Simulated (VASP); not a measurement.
# GePt (Pnma) in VASP: single point with r2SCAN

Aim: the single point of GePt with r2SCAN.

Program: VASP 6.6.1. These are calculated values, not measurements. Logs are shortened: lines on timing, memory, paths and dates and some standing lists are left out, and cuts for length are marked.

## Step 1: The cell of the first run

The structure is orthorhombic, space group Pnma (No. 62). Conventional cell: a = 5.769 Å, b = 3.712 Å, c = 6.138 Å, α = 90.00°, β = 90.00°, γ = 90.00°. Ge (site symmetry m) has 6 Pt at 2.48 to 2.68 Å and 2 Ge at 3.04 Å within 3.3 Å. Within 3.3 Å of Pt (site symmetry m) lie 6 Ge at 2.48 to 2.68 Å and 4 Pt at 2.97 to 3.02 Å.

## Step 2: Single point, r2SCAN

File POSCAR:

```
GePt
1.0
    5.7693972176      0.0000000000      0.0000000000
    0.0000000000      3.7122201553      0.0000000000
    0.0000000000      0.0000000000      6.1376510873
Ge Pt
4 4
Direct
    0.8129556274      0.7500000000      0.5868256937
    0.1870443726      0.2500000000      0.4131743063
    0.3129556274      0.7500000000      0.9131743063
    0.6870443726      0.2500000000      0.0868256937
    0.0031069475      0.7500000000      0.1938938268
    0.9968930525      0.2500000000      0.8061061732
    0.5031069475      0.7500000000      0.3061061732
    0.4968930525      0.2500000000      0.6938938268
```

File INCAR.step1:

```
ALGO     = Normal         # electronic algorithm
EDIFF    = 1E-4           # SCF threshold, eV
ENCUT    = 520            # plane-wave cutoff, eV
GGA      = PE             # functional
ISMEAR   = -1             # smearing method
KPAR     = 4            
LASPH    = T              # aspherical terms in the spheres
LCHARG   = F              # write CHGCAR
LREAL    = F              # projectors in reciprocal space
LWAVE    = T              # write WAVECAR
NBANDS   = 58             # bands
NELM     = 100            # most SCF steps
PREC     = Accurate       # precision mode
SIGMA    = 0.15           # smearing width, eV
```

File INCAR.step2:

```
ALGO     = Normal         # electronic algorithm
EDIFF    = 1E-6           # SCF threshold, eV
ENCUT    = 520            # plane-wave cutoff, eV
ISIF     = 2              # what is computed and relaxed
ISMEAR   = -1             # smearing method
ISTART   = 1            
KPAR     = 4            
LASPH    = T              # aspherical terms in the spheres
LCHARG   = F              # write CHGCAR
LMIXTAU  = T            
LREAL    = F              # projectors in reciprocal space
LWAVE    = F              # write WAVECAR
METAGGA  = R2SCAN         # meta-GGA
NBANDS   = 58             # bands
NELM     = 100            # most SCF steps
PREC     = Accurate       # precision mode
SIGMA    = 0.15           # smearing width, eV
```

File KPOINTS:

```
k-points
0
Gamma
  6 10 6
```

Potentials or basis: VASP PAW PBE potentials, release 64 (Ge_d, Pt).

Started as:

```console
cat potpaw_PBE.64/Ge_d/POTCAR potpaw_PBE.64/Pt/POTCAR > POTCAR
cp INCAR.step1 INCAR
mpirun -np 4 vasp_std > vasp.out
cp INCAR.step2 INCAR
mpirun -np 4 vasp_std > vasp.out
```

OUTCAR:

```text
EDIFF = 1E-6
   ENCUT = 520
   ISIF = 2
   ISMEAR = -1
   ISTART = 1
   LASPH = T
   LREAL = F
   METAGGA = R2SCAN
   NELM = 100
   PREC = Accurate

 ion  position               nearest neighbor table
   1  0.813  0.750  0.587-   7 2.48   6 2.53   6 2.53   5 2.65   8 2.68   8 2.68
   2  0.187  0.250  0.413-   8 2.48   5 2.53   5 2.53   6 2.65   7 2.68   7 2.68
   3  0.313  0.750  0.913-   5 2.48   8 2.53   8 2.53   7 2.65   6 2.68   6 2.68
   4  0.687  0.250  0.087-   6 2.48   7 2.53   7 2.53   8 2.65   5 2.68   5 2.68
   5  0.003  0.750  0.194-   3 2.48   2 2.53   2 2.53   1 2.65   4 2.68   4 2.68   7 2.97   7 2.97
                             6 3.02   6 3.02
   6  0.997  0.250  0.806-   4 2.48   1 2.53   1 2.53   2 2.65   3 2.68   3 2.68   8 2.97   8 2.97
                             5 3.02   5 3.02
   7  0.503  0.750  0.306-   1 2.48   4 2.53   4 2.53   3 2.65   2 2.68   2 2.68   5 2.97   5 2.97
                             8 3.02   8 3.02
   8  0.497  0.250  0.694-   2 2.48   3 2.53   3 2.53   4 2.65   1 2.68   1 2.68   6 2.97   6 2.97
                             7 3.02   7 3.02

  LATTYP: Found a simple orthorhombic cell.
 ALAT       =     3.7122201553
 B/A-ratio  =     1.5541635399
 C/A-ratio  =     1.6533639791

  Lattice vectors:

 A1 = (   0.0000000000,  -3.7122201553,   0.0000000000)
 A2 = (   5.7693972176,   0.0000000000,   0.0000000000)
 A3 = (   0.0000000000,   0.0000000000,   6.1376510873)

Analysis of symmetry for initial positions (statically):
=====================================================================
 Subroutine PRICEL returns:
 Original cell was already a primitive cell.

 Routine SETGRP: Setting up the symmetry group for a
 simple orthorhombic supercell.

 Subroutine GETGRP returns: Found  8 space group operations
 (whereof  2 operations were pure point group operations)
 out of a pool of  8 trial point group operations.

The static configuration has the point symmetry S_2 .
 The point group associated with its full space group is D_2h.

Analysis of symmetry for dynamics (positions and initial velocities):
=====================================================================
 Subroutine PRICEL returns:
 Original cell was already a primitive cell.

 Routine SETGRP: Setting up the symmetry group for a
 simple orthorhombic supercell.

 Subroutine GETGRP returns: Found  8 space group operations
 (whereof  2 operations were pure point group operations)
 out of a pool of  8 trial point group operations.

The dynamic configuration has the point symmetry S_2 .
 The point group associated with its full space group is D_2h.

 Subroutine INISYM returns: Found  8 space group operations
 (whereof  2 operations are pure point group operations),
 and found     1 'primitive' translations

----------------------------------------------------------------------------------------

                                     Primitive cell

  volume of cell :     131.4517

  direct lattice vectors                    reciprocal lattice vectors
     5.769397218  0.000000000  0.000000000     0.173328333  0.000000000  0.000000000
     0.000000000  3.712220155  0.000000000     0.000000000  0.269380575  0.000000000
     0.000000000  0.000000000  6.137651087     0.000000000  0.000000000  0.162928779

  length of vectors
     5.769397218  3.712220155  6.137651087     0.173328333  0.269380575  0.162928779

  position of ions in fractional coordinates (direct lattice)
     0.812955627  0.750000000  0.586825694
     0.187044373  0.250000000  0.413174306
     0.312955627  0.750000000  0.913174306
     0.687044373  0.250000000  0.086825694
     0.003106948  0.750000000  0.193893827
     0.996893052  0.250000000  0.806106173
     0.503106948  0.750000000  0.306106173
     0.496893052  0.250000000  0.693893827

  ion indices of the primitive-cell ions
   primitive index   ion index
                 1           1
                 2           2
                 3           3
                 4           4
                 5           5
                 6           6
                 7           7
                 8           8

----------------------------------------------------------------------------------------

 KPOINTS: k-points

Automatic generation of k-mesh.
 Grid dimensions read from file:
 generate k-points for:    6   10    6

 Generating k-lattice:

  Cartesian coordinates                     Fractional coordinates (reciprocal lattice)
     0.028888055  0.000000000  0.000000000     0.166666667  0.000000000  0.000000000
     0.000000000  0.026938058  0.000000000     0.000000000  0.100000000  0.000000000
     0.000000000  0.000000000  0.027154797     0.000000000  0.000000000  0.166666667

  Length of vectors
     0.028888055  0.026938058  0.027154797

  Shift w.r.t. Gamma in fractional coordinates (k-lattice)
     0.000000000  0.000000000  0.000000000

 Subroutine IBZKPT returns following result:
 ===========================================

 Found     96 irreducible k-points:

 Following reciprocal coordinates:
            Coordinates               Weight
  0.000000  0.000000  0.000000      1.000000
  0.166667  0.000000  0.000000      2.000000
  0.333333  0.000000  0.000000      2.000000
  0.500000  0.000000  0.000000      1.000000
  0.000000  0.100000  0.000000      2.000000
  0.166667  0.100000  0.000000      4.000000
[... 16 lines left out ...]
  0.333333  0.500000  0.000000      2.000000
  0.500000  0.500000  0.000000      1.000000
 [... further k-points ...]
   k-points           NKPTS =     96   k-points in BZ     NKDIM =     96   number of bands    NBANDS=     58
   number of dos      NEDOS =    301   number of ions     NIONS =      8
   total plane-waves  NPLWV =  64512
   dimension x,y,z NGX =    48 NGY =   28 NGZ =   48
   dimension x,y,z NGXF=    96 NGYF=   56 NGZF=   96
   ions per type =               4   4
   NGX,Y,Z   is equivalent  to a cutoff of  13.83, 12.54, 13.00 a.u.
   NGXF,Y,Z  is equivalent  to a cutoff of  27.66, 25.08, 26.00 a.u.
 SYSTEM =  unknown system
   PREC   = accura    normal or accurate (medium, high low for compatibility)
   ISTART =      1    job   : 0-new  1-cont  2-samecut
   ICHARG =      0    charge: 1-file 2-atom 10-const
   ISPIN  =      1    spin polarized calculation?
   LNONCOLLINEAR =      F non collinear calculations
   LSORBIT =      F    spin-orbit coupling
   LASPH  =      T    aspherical Exc in radial PAW
   ENCUT  =  520.0 eV  38.22 Ry    6.18 a.u.  10.73  6.90 11.41*2*pi/ulx,y,z
   NELM   =    100;   NELMIN=  2; NELMDL=  0     # of ELM steps
   EDIFF  = 0.1E-05   stopping-criterion for ELM
   LREAL  =      F    real-space projection
[... 7 lines left out ...]
   TEBEG  =    0.0;   TEEND  =   0.0 temperature during run
   PSTRESS=    0.0 pullay stress
   NELECT =      96.0000    total number of electrons
   NUPDOWN=      -1.0000    fix difference up-down
   EMIN   =  10.00;   EMAX   =-10.00  energy-range for DOS
   EFERMI =   0.00;   METHOD = LEGACY
   ISMEAR =    -1;   SIGMA  =   0.15  broadening in eV -4-tet -1-fermi 0-gaus
   EFERMI_NEDOS =   21; number of points for ismear=-14 and -15
   IALGO  =     38    algorithm
   IMIX   =      4    mixing-type and parameters
     AMIX     =   0.40;   BMIX     =  1.00
     AMIX_MAG =   1.60;   BMIX_MAG =  1.00
  volume/ion in A,a.u.               =      16.43       110.89
  Fermi-wavevector in a.u.,A,eV,Ry     =   1.474268  2.785963 29.571804  2.173466
  Thomas-Fermi vector in A             =   2.589060
   LORBIT       =      0    0 simple, 1 ext, 2 COOP (PROOUT), +10 PAW based schemes
   METAGGA = R2SCAN    functional components
   LHFCALC =     F    Hartree Fock is set to
   AEXX    =    0.0000 exact exchange contribution
   IVDW    =     0    specifies the selected vdW correction
   LEPSILON=     F    determine dielectric tensor
   LRPA    =     F    only Hartree local field effects (RPA)
 non-spin polarized calculation
  energy-cutoff  :      520.00
  volume of cell :      131.45
 maximum number of plane-waves:      3568
 NGX is ok and might be reduce to    48
   NGX = 21   NGY = 13   NGZ = 23

 number of electron      96.0000009 magnetization

 Free energy of the ion-electron system (eV)
  ---------------------------------------------------
  ext. energy  EPLUGINS =         0.00000000
  ---------------------------------------------------
  free energy    TOTEN  =      -265.40497658 eV

  energy without entropy =     -265.25258716  energy(sigma->0) =     -265.32878187

 E-fermi :   9.3989     XC(G=0): -13.5054

 val. band max:        9.3907342376   @ k =   0.1667   0.5000   0.0000
 cond. band min:       9.4106612842   @ k =   0.0000   0.0000   0.3333
 fundamental gap:      0.0199270466
 Fermi energy:         9.3988675757

 k-point     1 :       0.0000    0.0000    0.0000
  band No.  band energies     occupation
      1     -16.5543      2.00000
      2     -16.5466      2.00000
      3     -16.5465      2.00000
      4     -16.5420      2.00000
      5     -16.5315      2.00000
      6     -16.5178      2.00000
[... 50 lines left out ...]
     57      14.7928      0.00000
     58      15.5863      0.00000

 k-point     2 :       0.1667    0.0000    0.0000
  band No.  band energies     occupation
      1     -16.5536      2.00000
      2     -16.5469      2.00000
      3     -16.5458      2.00000
      4     -16.5418      2.00000
      5     -16.5310      2.00000
      6     -16.5189      2.00000
[... 50 lines left out ...]
     57      15.0469      0.00000
     58      15.5424      0.00000

 k-point     3 :       0.3333    0.0000    0.0000
  band No.  band energies     occupation
      1     -16.5518      2.00000
      2     -16.5479      2.00000
      3     -16.5440      2.00000
      4     -16.5417      2.00000
      5     -16.5292      2.00000
      6     -16.5221      2.00000
[... 1216 lines left out ...]
      3     -16.5411      2.00000
      4     -16.5411      2.00000
      5     -16.5227      2.00000
      6     -16.5227      2.00000
[... 50 lines left out ...]
     57      15.7168      0.00000
     58      15.8043      0.00000

 k-point    24 :       0.5000    0.5000    0.0000
  band No.  band energies     occupation
      1     -16.5407      2.00000
      2     -16.5407      2.00000
      3     -16.5407      2.00000
      4     -16.5407      2.00000
      5     -16.5211      2.00000
      6     -16.5211      2.00000
[... 50 lines left out ...]
     57      16.1365      0.00000
     58      16.1365      0.00000

 [... further k-points ...]

------------------------ aborting loop because EDIFF is reached ----------------------------------------

  FORCE on cell =-STRESS in cart. coord.  units (eV):
  Direction    XX          YY          ZZ          XY          YZ          ZX
  --------------------------------------------------------------------------------------
  -------------------------------------------------------------------------------------
  Total        0.1118134      0.1572466      0.1781394      0.0000000      0.0000000      0.0000000
  in kB        1.3628187      1.9165732      2.1712214      0.0000000      0.0000000      0.0000000
  external PRESSURE =       1.8168711 kB  Pullay stress =       0.0000000 kB

 VOLUME and BASIS-vectors are now :
 -----------------------------------------------------------------------------
  energy-cutoff  :      520.00
  volume of cell :      131.45
      direct lattice vectors                 reciprocal lattice vectors
     5.769397218  0.000000000  0.000000000     0.173328333  0.000000000  0.000000000
     0.000000000  3.712220155  0.000000000     0.000000000  0.269380575  0.000000000
     0.000000000  0.000000000  6.137651087     0.000000000  0.000000000  0.162928779

 POSITION                                       TOTAL-FORCE (eV/Angst)
 -----------------------------------------------------------------------------------
      4.69026      2.78417      3.60173         0.006286      0.000000      0.004083
      1.07913      0.92806      2.53592        -0.006286      0.000000     -0.004083
      1.80557      2.78417      5.60475         0.006286     -0.000000     -0.004083
      3.96383      0.92806      0.53291        -0.006286     -0.000000      0.004083
      0.01793      2.78417      1.19005        -0.012247      0.000000      0.001509
      5.75147      0.92806      4.94760         0.012247      0.000000     -0.001509
      2.90262      2.78417      1.87877        -0.012247      0.000000     -0.001509
      2.86677      0.92806      4.25888         0.012247      0.000000      0.001509
 -----------------------------------------------------------------------------------
    total drift:                               -0.000000     -0.000000      0.000000

  FREE ENERGIE OF THE ION-ELECTRON SYSTEM (eV)
  ---------------------------------------------------
  free  energy   TOTEN  =      -265.4049765758 eV

  energy  without entropy=     -265.2525871592  energy(sigma->0) =     -265.32878187
```

It took 18 min on 4 MPI ranks of Oxide Virtual Turin-like, shared host; peak memory 0.63 GiB.

What came out:

```yaml
Free_energy: -265.4050 eV
Pressure: 0.2 GPa
Largest_force: 0.012 eV/Å
Band_gap_on_the_k_mesh: zero (bands 48 and 49 overlap by 1.45 eV)
```

Forces on the atoms (eV/Å):
```
Ge   0.006  0.000  0.004
Ge  -0.006  0.000 -0.004
Ge   0.006  0.000 -0.004
Ge  -0.006  0.000  0.004
Pt  -0.012  0.000  0.002
Pt   0.012  0.000 -0.002
Pt  -0.012  0.000 -0.002
Pt   0.012  0.000  0.002
```

Caveat: the PAW data sets were made with another functional, which shifts forces and pressure a little; spin-orbit coupling is left out, which moves the levels of the heavy elements.
